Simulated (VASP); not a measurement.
Runs of VASP 6.6.1 on Al. The structure is that of space group P6_3/mmc (No. 194), or close to it. The cells are those of the table. 

```csv
cell,gap on the mesh (eV),pressure (GPa)
"a = 2.892, b = 2.892, c = 4.604 Å, angles 90.0, 90.0, 120.0°, 2 atoms",none,(a)
"a = 2.767, b = 2.767, c = 5.028 Å, angles 90.0, 90.0, 120.0°, 2 atoms",none,-0.5
"a = 2.577, b = 2.577, c = 5.797 Å, angles 90.0, 90.0, 120.0°, 2 atoms",none,9.0
"a = 3.030, b = 3.030, c = 4.194 Å, angles 90.0, 90.0, 120.0°, 2 atoms",none,0.8
```

Alike in all rows: task single point; level PBEsol; potentials or basis VASP PAW PBE potentials, release 64 (Al); no spin polarisation; k mesh 24 × 24 × 12; cutoff (eV) 520; smearing gaussian 0.15 eV.

Estimate the missing entries.

(a) -1.5.

Caveats: the PAW data sets were made with another functional, which shifts forces and pressure a little.

A gap of «none» marks levels without a gap at the run's occupations.
